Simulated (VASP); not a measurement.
# BrO2 (fluorite type) (Fm-3m) in VASP: a series of runs, part 2 of 2

VASP 6.6.1. Earlier steps stand in the parts before.

## (5) Single point, PBE

This run uses another cell than the first one, of 11.84 Å³/atom, 0.923 times its volume.

Contents of INCAR:

```
SYSTEM = BrO2
PREC = Accurate ; ENCUT = 520
EDIFF = 1E-6 ; ISMEAR = -1
SIGMA = 0.06122561905347299 ; LREAL = .False.
LASPH = .True. ; NELM = 60
ALGO = Normal ; ISIF = 2
LWAVE = .False. ; LCHARG = .False.
GGA = PE ; NBANDS = 16
```

Contents of KPOINTS:

```
regular mesh
0
Gamma
  18 18 18
  0 0 0
```

Contents of POSCAR:

```
BrO2
1.0
    0.0000000000      2.6093162585      2.6093162585
    2.6093162585      0.0000000000      2.6093162585
    2.6093162585      2.6093162585      0.0000000000
Br O
1 2
Direct
    0.0000000000      0.0000000000      0.0000000000
    0.2500000000      0.2500000000      0.2500000000
    0.7500000000      0.7500000000      0.7500000000
```

Potentials or basis: VASP PAW PBE potentials, release 64 (Br, O).

Run with:

```
$ cat potpaw_PBE.64/Br/POTCAR potpaw_PBE.64/O/POTCAR > POTCAR
$ mpirun -np 1 vasp_std > vasp.out
```

OUTCAR:

```text
SYSTEM = BrO2
   PREC = Accurate
   ENCUT = 520
   EDIFF = 1E-6
   ISMEAR = -1
   LREAL = .False.
   LASPH = .True.
   NELM = 60
   ISIF = 2
   GGA = PE

 ion  position               nearest neighbor table
   1  0.000  0.000  0.000-   3 2.26   3 2.26   3 2.26   2 2.26   3 2.26   2 2.26   2 2.26   2 2.26

   2  0.250  0.250  0.250-   1 2.26   1 2.26   1 2.26   1 2.26
   3  0.750  0.750  0.750-   1 2.26   1 2.26   1 2.26   1 2.26

  LATTYP: Found a face centered cubic cell.
 ALAT       =     5.2186325170

  Lattice vectors:

 A1 = (   0.0000000000,   2.6093162585,   2.6093162585)
 A2 = (   2.6093162585,   0.0000000000,   2.6093162585)
 A3 = (   2.6093162585,   2.6093162585,   0.0000000000)

Analysis of symmetry for initial positions (statically):
=====================================================================
 Subroutine PRICEL returns:
 Original cell was already a primitive cell.

 Routine SETGRP: Setting up the symmetry group for a
 face centered cubic supercell.

 Subroutine GETGRP returns: Found 48 space group operations
 (whereof 48 operations were pure point group operations)
 out of a pool of 48 trial point group operations.

The static configuration has the point symmetry O_h .

Analysis of symmetry for dynamics (positions and initial velocities):
=====================================================================
 Subroutine PRICEL returns:
 Original cell was already a primitive cell.

 Routine SETGRP: Setting up the symmetry group for a
 face centered cubic supercell.

 Subroutine GETGRP returns: Found 48 space group operations
 (whereof 48 operations were pure point group operations)
 out of a pool of 48 trial point group operations.

The dynamic configuration has the point symmetry O_h .

 Subroutine INISYM returns: Found 48 space group operations
 (whereof 48 operations are pure point group operations),
 and found     1 'primitive' translations

----------------------------------------------------------------------------------------

                                     Primitive cell

  volume of cell :      35.5312

  direct lattice vectors                    reciprocal lattice vectors
     0.000000000  2.609316258  2.609316258    -0.191621080  0.191621080  0.191621080
     2.609316258  0.000000000  2.609316258     0.191621080 -0.191621080  0.191621080
     2.609316258  2.609316258  0.000000000     0.191621080  0.191621080 -0.191621080

  length of vectors
     3.690130441  3.690130441  3.690130441     0.331897447  0.331897447  0.331897447

  position of ions in fractional coordinates (direct lattice)
     0.000000000  0.000000000  0.000000000
     0.250000000  0.250000000  0.250000000
     0.750000000  0.750000000  0.750000000

  ion indices of the primitive-cell ions
   primitive index   ion index
                 1           1
                 2           2
                 3           3

----------------------------------------------------------------------------------------

 KPOINTS: regular mesh

Automatic generation of k-mesh.
 Grid dimensions read from file:
 generate k-points for:   18   18   18

 Generating k-lattice:

  Cartesian coordinates                     Fractional coordinates (reciprocal lattice)
    -0.010645616  0.010645616  0.010645616     0.055555556  0.000000000  0.000000000
     0.010645616 -0.010645616  0.010645616     0.000000000  0.055555556  0.000000000
     0.010645616  0.010645616 -0.010645616     0.000000000  0.000000000  0.055555556

  Length of vectors
     0.018438747  0.018438747  0.018438747

  Shift w.r.t. Gamma in fractional coordinates (k-lattice)
     0.000000000  0.000000000  0.000000000

 Subroutine IBZKPT returns following result:
 ===========================================

 Found    195 irreducible k-points:

 Following reciprocal coordinates:
            Coordinates               Weight
  0.000000  0.000000  0.000000      1.000000
  0.055556  0.000000  0.000000      8.000000
  0.111111  0.000000  0.000000      8.000000
  0.166667  0.000000  0.000000      8.000000
  0.222222  0.000000  0.000000      8.000000
  0.277778  0.000000  0.000000      8.000000
[... 16 lines left out ...]
 -0.277778  0.055556  0.000000     24.000000
 -0.222222  0.055556  0.000000     24.000000
 [... further k-points ...]
   k-points           NKPTS =    195   k-points in BZ     NKDIM =    195   number of bands    NBANDS=     16
   number of dos      NEDOS =    301   number of ions     NIONS =      3
   total plane-waves  NPLWV =  21952
   dimension x,y,z NGX =    28 NGY =   28 NGZ =   28
   dimension x,y,z NGXF=    56 NGYF=   56 NGZF=   56
   ions per type =               1   2
   NGX,Y,Z   is equivalent  to a cutoff of  12.61, 12.61, 12.61 a.u.
   NGXF,Y,Z  is equivalent  to a cutoff of  25.23, 25.23, 25.23 a.u.
 SYSTEM =  BrO2
   PREC   = accura    normal or accurate (medium, high low for compatibility)
   ISTART =      0    job   : 0-new  1-cont  2-samecut
   ICHARG =      2    charge: 1-file 2-atom 10-const
   ISPIN  =      1    spin polarized calculation?
   LNONCOLLINEAR =      F non collinear calculations
   LSORBIT =      F    spin-orbit coupling
   LASPH  =      T    aspherical Exc in radial PAW
   ENCUT  =  520.0 eV  38.22 Ry    6.18 a.u.   6.86  6.86  6.86*2*pi/ulx,y,z
   NELM   =     60;   NELMIN=  2; NELMDL= -5     # of ELM steps
   EDIFF  = 0.1E-05   stopping-criterion for ELM
   LREAL  =      F    real-space projection
   EDIFFG = 0.1E-04   stopping-criterion for IOM
   NSW    =      0    number of steps for IOM
   IBRION =     -1    ionic relax: 0-MD 1-quasi-New 2-CG
   NFREE  =      0    steps in history (QN), initial steepest desc. (CG)
   ISIF   =      2    stress and relaxation
   ISYM   =      2    0-nonsym 1-usesym 2-fastsym
   POTIM  = 0.5000    time-step for ionic-motion
   TEBEG  =    0.0;   TEEND  =   0.0 temperature during run
   PSTRESS=    0.0 pullay stress
   NELECT =      19.0000    total number of electrons
   NUPDOWN=      -1.0000    fix difference up-down
   EMIN   =  10.00;   EMAX   =-10.00  energy-range for DOS
   EFERMI =   0.00;   METHOD = LEGACY
   ISMEAR =    -1;   SIGMA  =   0.06  broadening in eV -4-tet -1-fermi 0-gaus
   EFERMI_NEDOS =   21; number of points for ismear=-14 and -15
   IALGO  =     38    algorithm
   IMIX   =      4    mixing-type and parameters
     AMIX     =   0.40;   BMIX     =  1.00
     AMIX_MAG =   1.60;   BMIX_MAG =  1.00
  volume/ion in A,a.u.               =      11.84        79.93
  Fermi-wavevector in a.u.,A,eV,Ry     =   1.328789  2.511047 24.023533  1.765680
  Thomas-Fermi vector in A             =   2.458000
   LORBIT       =      0    0 simple, 1 ext, 2 COOP (PROOUT), +10 PAW based schemes
   GGA     = PE    functional components
   LHFCALC =     F    Hartree Fock is set to
   AEXX    =    0.0000 exact exchange contribution
   IVDW    =     0    specifies the selected vdW correction
   LEPSILON=     F    determine dielectric tensor
   LRPA    =     F    only Hartree local field effects (RPA)
 non-spin polarized calculation
  energy-cutoff  :      520.00
  volume of cell :       35.53
 maximum number of plane-waves:       982
   NGX = 13   NGY = 13   NGZ = 13

 number of electron      19.0000004 magnetization

 Free energy of the ion-electron system (eV)
  ---------------------------------------------------
  ext. energy  EPLUGINS =         0.00000000
  ---------------------------------------------------
  free energy    TOTEN  =        -8.27453097 eV

  energy without entropy =       -8.25923377  energy(sigma->0) =       -8.26688237

 E-fermi :   5.1202     XC(G=0): -10.9576

 val. band max:        5.1071456150   @ k =   0.1667   0.0000   0.0000
 cond. band min:       5.1314674296   @ k =   0.1667   0.0556   0.0000
 fundamental gap:      0.0243218146
 Fermi energy:         5.1202292520

 k-point     1 :       0.0000    0.0000    0.0000
  band No.  band energies     occupation
      1     -16.6370      2.00000
      2     -11.8640      2.00000
      3      -8.1489      2.00000
      4       0.0166      2.00000
      5       0.0166      2.00000
      6       0.0166      2.00000
[... 8 lines left out ...]
     15      15.8843      0.00000
     16      22.4165      0.00000
[... 419 lines left out ...]
 k-point    24 :      -0.2222    0.0556    0.0000
  band No.  band energies     occupation
      1     -15.9909      2.00000
      2     -12.2709      2.00000
      3      -9.3443      2.00000
      4      -1.1526      2.00000
      5      -1.0308      2.00000
      6      -0.7606      2.00000
[... 8 lines left out ...]
     15      16.4269      0.00000
     16      21.3372      0.00000

 [... further k-points ...]
[... 5 lines left out ...]
  --------------------------------------------------------------------------------------
  -------------------------------------------------------------------------------------
  Total        1.0688450      1.0688450      1.0688450      0.0000000      0.0000000     -0.0000000
  in kB       48.1964628     48.1964628     48.1964628      0.0000000      0.0000000     -0.0000000
  external PRESSURE =      48.1964628 kB  Pullay stress =       0.0000000 kB

 VOLUME and BASIS-vectors are now :
 -----------------------------------------------------------------------------
  energy-cutoff  :      520.00
  volume of cell :       35.53
      direct lattice vectors                 reciprocal lattice vectors
     0.000000000  2.609316258  2.609316258    -0.191621080  0.191621080  0.191621080
     2.609316258  0.000000000  2.609316258     0.191621080 -0.191621080  0.191621080
     2.609316258  2.609316258  0.000000000     0.191621080  0.191621080 -0.191621080

 POSITION                                       TOTAL-FORCE (eV/Angst)
 -----------------------------------------------------------------------------------
      0.00000      0.00000      0.00000        -0.000000     -0.000000      0.000000
      1.30466      1.30466      1.30466        -0.000000     -0.000000     -0.000000
      3.91397      3.91397      3.91397         0.000000      0.000000      0.000000
 -----------------------------------------------------------------------------------
    total drift:                                0.000000      0.000000      0.000000

  FREE ENERGIE OF THE ION-ELECTRON SYSTEM (eV)
  ---------------------------------------------------
  free  energy   TOTEN  =        -8.2745309655 eV

  energy  without entropy=       -8.2592337654  energy(sigma->0) =       -8.26688237
```

Wall time 57 s (1 thread of Intel Xeon 6975P-C (Granite Rapids), shared host); peak memory 0.22 GiB.

Results:

| Item | Value |
| --- | --- |
| Free energy | -8.2745 eV |
| Pressure | 4.8 GPa |

Caveat: an odd number of electrons without spin polarisation forces a metal; a magnetic or distorted state may lie lower.

## (6) Overview

| level | cell | k mesh | smearing | gap on the mesh (eV) | pressure (GPa) |
| --- | --- | --- | --- | --- | --- |
| r2SCAN | a = 3.790 Å, angles 60.0°, 3 atoms | 11 × 11 × 11 | fermi-dirac 0.1 eV | none | -7.7 |
| PBE | a = 3.664 Å, angles 60.0°, 3 atoms | 18 × 18 × 18 | fermi-dirac 0.0612256 eV | none | 7.8 |
| PBE | a = 3.690 Å, angles 60.0°, 3 atoms | 18 × 18 × 18 | fermi-dirac 0.0612256 eV | none | 4.8 |

Alike in all rows: task single point; potentials or basis VASP PAW PBE potentials, release 64 (Br, O); no spin polarisation; cutoff (eV) 520.

Caveats: an odd number of electrons without spin polarisation forces a metal; a magnetic or distorted state may lie lower; the PAW data sets were made with another functional, which shifts forces and pressure a little (some runs).

Absolute energies hang on the potentials; compare differences alone.
